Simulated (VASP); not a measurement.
# Pt (Fm-3m) in VASP: notebook, part 2 of 2

VASP 6.6.1. Earlier steps stand in the parts before.

## 4. Single point, LDA (volume scaled by 0.96)

Contents of INCAR:

```
ALGO     = Normal         # electronic algorithm
EDIFF    = 1E-6           # SCF threshold, eV
ENCUT    = 520            # plane-wave cutoff, eV
ISIF     = 2              # what is computed and relaxed
ISMEAR   = -1             # smearing method
LASPH    = True           # aspherical terms in the spheres
LCHARG   = False          # write CHGCAR
LREAL    = False          # projectors in reciprocal space
LWAVE    = False          # write WAVECAR
NBANDS   = 11             # bands
NELM     = 100            # most SCF steps
PREC     = Accurate       # precision mode
SIGMA    = 0.05           # smearing width, eV
```

Contents of KPOINTS:

```
k-points
0
Gamma
  12 12 12
```

Contents of POSCAR:

```
Pt
1.0
    0.0000000000      1.9343981026      1.9343981026
    1.9343981026      0.0000000000      1.9343981026
    1.9343981026      1.9343981026      0.0000000000
Pt
1
Direct
    0.0000000000      0.0000000000      0.0000000000
```

Potentials or basis: VASP PAW LDA potentials, release 64 (Pt).

On the command line:

```
cat potpaw_LDA.64/Pt/POTCAR > POTCAR
mpirun -np 1 vasp_std > vasp.out
```

OUTCAR:

```text
EDIFF = 1E-6
   ENCUT = 520
   ISIF = 2
   ISMEAR = -1
   LASPH = True
   LREAL = False
   NELM = 100
   PREC = Accurate

 ion  position               nearest neighbor table
   1  0.000  0.000  0.000-

  LATTYP: Found a face centered cubic cell.
 ALAT       =     3.8687962052

  Lattice vectors:

 A1 = (   0.0000000000,   1.9343981026,   1.9343981026)
 A2 = (   1.9343981026,   0.0000000000,   1.9343981026)
 A3 = (   1.9343981026,   1.9343981026,   0.0000000000)

Analysis of symmetry for initial positions (statically):
=====================================================================
 Subroutine PRICEL returns:
 Original cell was already a primitive cell.

 Routine SETGRP: Setting up the symmetry group for a
 face centered cubic supercell.

 Subroutine GETGRP returns: Found 48 space group operations
 (whereof 48 operations were pure point group operations)
 out of a pool of 48 trial point group operations.

The static configuration has the point symmetry O_h .

Analysis of symmetry for dynamics (positions and initial velocities):
=====================================================================
 Subroutine PRICEL returns:
 Original cell was already a primitive cell.

 Routine SETGRP: Setting up the symmetry group for a
 face centered cubic supercell.

 Subroutine GETGRP returns: Found 48 space group operations
 (whereof 48 operations were pure point group operations)
 out of a pool of 48 trial point group operations.

The dynamic configuration has the point symmetry O_h .

 Subroutine INISYM returns: Found 48 space group operations
 (whereof 48 operations are pure point group operations),
 and found     1 'primitive' translations

----------------------------------------------------------------------------------------

                                     Primitive cell

  volume of cell :      14.4766

  direct lattice vectors                    reciprocal lattice vectors
     0.000000000  1.934398103  1.934398103    -0.258478335  0.258478335  0.258478335
     1.934398103  0.000000000  1.934398103     0.258478335 -0.258478335  0.258478335
     1.934398103  1.934398103  0.000000000     0.258478335  0.258478335 -0.258478335

  length of vectors
     2.735652032  2.735652032  2.735652032     0.447697608  0.447697608  0.447697608

  position of ions in fractional coordinates (direct lattice)
     0.000000000  0.000000000  0.000000000

  ion indices of the primitive-cell ions
   primitive index   ion index
                 1           1

----------------------------------------------------------------------------------------

 KPOINTS: k-points

Automatic generation of k-mesh.
 Grid dimensions read from file:
 generate k-points for:   12   12   12

 Generating k-lattice:

  Cartesian coordinates                     Fractional coordinates (reciprocal lattice)
    -0.021539861  0.021539861  0.021539861     0.083333333  0.000000000  0.000000000
     0.021539861 -0.021539861  0.021539861     0.000000000  0.083333333  0.000000000
     0.021539861  0.021539861 -0.021539861     0.000000000  0.000000000  0.083333333

  Length of vectors
     0.037308134  0.037308134  0.037308134

  Shift w.r.t. Gamma in fractional coordinates (k-lattice)
     0.000000000  0.000000000  0.000000000

 Subroutine IBZKPT returns following result:
 ===========================================

 Found     72 irreducible k-points:

 Following reciprocal coordinates:
            Coordinates               Weight
  0.000000  0.000000  0.000000      1.000000
  0.083333  0.000000  0.000000      8.000000
  0.166667  0.000000  0.000000      8.000000
  0.250000  0.000000  0.000000      8.000000
  0.333333  0.000000  0.000000      8.000000
  0.416667  0.000000  0.000000      8.000000
[... 16 lines left out ...]
  0.500000  0.166667  0.000000     24.000000
 -0.416667  0.166667  0.000000     24.000000
 [... further k-points ...]
   k-points           NKPTS =     72   k-points in BZ     NKDIM =     72   number of bands    NBANDS=     11
   number of dos      NEDOS =    301   number of ions     NIONS =      1
   total plane-waves  NPLWV =   8000
   dimension x,y,z NGX =    20 NGY =   20 NGZ =   20
   dimension x,y,z NGXF=    40 NGYF=   40 NGZF=   40
   ions per type =               1
   NGX,Y,Z   is equivalent  to a cutoff of  12.15, 12.15, 12.15 a.u.
   NGXF,Y,Z  is equivalent  to a cutoff of  24.31, 24.31, 24.31 a.u.
 SYSTEM =  unknown system
   PREC   = accura    normal or accurate (medium, high low for compatibility)
   ISTART =      0    job   : 0-new  1-cont  2-samecut
   ICHARG =      2    charge: 1-file 2-atom 10-const
   ISPIN  =      1    spin polarized calculation?
   LNONCOLLINEAR =      F non collinear calculations
   LSORBIT =      F    spin-orbit coupling
   LASPH  =      T    aspherical Exc in radial PAW
   ENCUT  =  520.0 eV  38.22 Ry    6.18 a.u.   5.09  5.09  5.09*2*pi/ulx,y,z
   NELM   =    100;   NELMIN=  2; NELMDL= -5     # of ELM steps
   EDIFF  = 0.1E-05   stopping-criterion for ELM
   LREAL  =      F    real-space projection
   EDIFFG = 0.1E-04   stopping-criterion for IOM
   NSW    =      0    number of steps for IOM
   IBRION =     -1    ionic relax: 0-MD 1-quasi-New 2-CG
   NFREE  =      0    steps in history (QN), initial steepest desc. (CG)
   ISIF   =      2    stress and relaxation
   ISYM   =      2    0-nonsym 1-usesym 2-fastsym
   POTIM  = 0.5000    time-step for ionic-motion
   TEBEG  =    0.0;   TEEND  =   0.0 temperature during run
   PSTRESS=    0.0 pullay stress
   NELECT =      10.0000    total number of electrons
   NUPDOWN=      -1.0000    fix difference up-down
   EMIN   =  10.00;   EMAX   =-10.00  energy-range for DOS
   EFERMI =   0.00;   METHOD = LEGACY
   ISMEAR =    -1;   SIGMA  =   0.05  broadening in eV -4-tet -1-fermi 0-gaus
   EFERMI_NEDOS =   21; number of points for ismear=-14 and -15
   IALGO  =     38    algorithm
   IMIX   =      4    mixing-type and parameters
     AMIX     =   0.40;   BMIX     =  1.00
     AMIX_MAG =   1.60;   BMIX_MAG =  1.00
  volume/ion in A,a.u.               =      14.48        97.69
  Fermi-wavevector in a.u.,A,eV,Ry     =   1.447168  2.734751 28.494620  2.094295
  Thomas-Fermi vector in A             =   2.565154
   LORBIT       =      0    0 simple, 1 ext, 2 COOP (PROOUT), +10 PAW based schemes
   GGA     = CA    functional components
   LHFCALC =     F    Hartree Fock is set to
   AEXX    =    0.0000 exact exchange contribution
   IVDW    =     0    specifies the selected vdW correction
   LEPSILON=     F    determine dielectric tensor
   LRPA    =     F    only Hartree local field effects (RPA)
 non-spin polarized calculation
  energy-cutoff  :      520.00
  volume of cell :       14.48
 maximum number of plane-waves:       399
   NGX = 11   NGY = 11   NGZ = 11

 number of electron      10.0000000 magnetization

 number of electron       9.9999999 magnetization

 Free energy of the ion-electron system (eV)
  ---------------------------------------------------
  ext. energy  EPLUGINS =         0.00000000
  ---------------------------------------------------
  free energy    TOTEN  =        -7.50738517 eV

  energy without entropy =       -7.49240173  energy(sigma->0) =       -7.49989345

 E-fermi :  11.9827     XC(G=0): -13.9243

 val. band max:       11.9826009544   @ k =   0.5000   0.4167   0.0833
 cond. band min:      11.9853242040   @ k =   0.4167   0.4167   0.0000
 fundamental gap:      0.0027232496
 Fermi energy:        11.9827358183

 k-point     1 :       0.0000    0.0000    0.0000
  band No.  band energies     occupation
      1       1.2411      2.00000
      2       7.8834      2.00000
      3       7.8834      2.00000
      4       7.8834      2.00000
      5      10.2283      2.00000
      6      10.2283      2.00000
      7      26.4458      0.00000
      8      31.6021      0.00000
      9      31.6021      0.00000
     10      31.6021      0.00000
     11      37.2043      0.00000

 k-point     2 :       0.0833    0.0000    0.0000
  band No.  band energies     occupation
      1       1.5306      2.00000
      2       7.7529      2.00000
      3       7.9984      2.00000
      4       7.9984      2.00000
      5      10.1638      2.00000
      6      10.1638      2.00000
      7      26.9071      0.00000
      8      30.2903      0.00000
      9      32.0627      0.00000
     10      32.0627      0.00000
     11      38.6385      0.00000
[... 295 lines left out ...]
 k-point    24 :      -0.4167    0.1667    0.0000
  band No.  band energies     occupation
      1       5.0163      2.00000
      2       7.2013      2.00000
      3       8.5537      2.00000
      4       8.8539      2.00000
      5      11.6496      1.99745
      6      15.0799      0.00000
      7      18.2563      0.00000
      8      26.9568      0.00000
      9      29.0415      0.00000
     10      30.8164      0.00000
     11      39.2640      0.00000

 [... further k-points ...]
[... 5 lines left out ...]
  --------------------------------------------------------------------------------------
  -------------------------------------------------------------------------------------
  Total        0.6590055      0.6590055      0.6590055      0.0000000      0.0000000      0.0000000
  in kB       72.9343377     72.9343377     72.9343377      0.0000000      0.0000000      0.0000000
  external PRESSURE =      72.9343377 kB  Pullay stress =       0.0000000 kB

 VOLUME and BASIS-vectors are now :
 -----------------------------------------------------------------------------
  energy-cutoff  :      520.00
  volume of cell :       14.48
      direct lattice vectors                 reciprocal lattice vectors
     0.000000000  1.934398103  1.934398103    -0.258478335  0.258478335  0.258478335
     1.934398103  0.000000000  1.934398103     0.258478335 -0.258478335  0.258478335
     1.934398103  1.934398103  0.000000000     0.258478335  0.258478335 -0.258478335

 POSITION                                       TOTAL-FORCE (eV/Angst)
 -----------------------------------------------------------------------------------
      0.00000      0.00000      0.00000        -0.000000      0.000000     -0.000000
 -----------------------------------------------------------------------------------
    total drift:                                0.000000      0.000000      0.000000

  FREE ENERGIE OF THE ION-ELECTRON SYSTEM (eV)
  ---------------------------------------------------
  free  energy   TOTEN  =        -7.5073851719 eV

  energy  without entropy=       -7.4924017316  energy(sigma->0) =       -7.49989345
```

Wall time 10 s (1 thread of Intel Xeon Platinum 8259CL at 2.50GHz (Skylake/Cascade Lake), shared host); peak memory 0.12 GiB.

Results:

```yaml
Free_energy: -7.5074 eV
Pressure: 7.3 GPa
Band_gap_on_the_k_mesh: zero (band 5 reaches 12.51 eV, above the bottom of band 6 at 10.11 eV)
```

Caveat: spin-orbit coupling is left out, which moves the levels of the heavy elements.

## 5. Summary

| level | potentials or basis | spin | cell | k mesh | gap on the mesh (eV) | pressure (GPa) |
| --- | --- | --- | --- | --- | --- | --- |
| PBEsol | VASP PAW PBE potentials, release 64 (Pt) | non-collinear, zero start, SOC | a = 2.773 Å, angles 60.0°, 1 atom | 9 × 9 × 9 | - | -0.9 |
| LDA | VASP PAW LDA potentials, release 64 (Pt) | off | a = 2.717 Å, angles 60.0°, 1 atom | 12 × 12 × 12 | none | 14.9 |
| LDA | VASP PAW LDA potentials, release 64 (Pt) | off | a = 2.736 Å, angles 60.0°, 1 atom | 12 × 12 × 12 | none | 7.3 |

Alike in all rows: task single point; cutoff (eV) 520; smearing fermi-dirac 0.05 eV.

Caveats: spin-orbit coupling is left out, which moves the levels of the heavy elements (some runs); the PAW data sets were made with another functional, which shifts forces and pressure a little (some runs).

Total energies depend on the potentials used, so only differences within one code and one set of settings carry meaning.
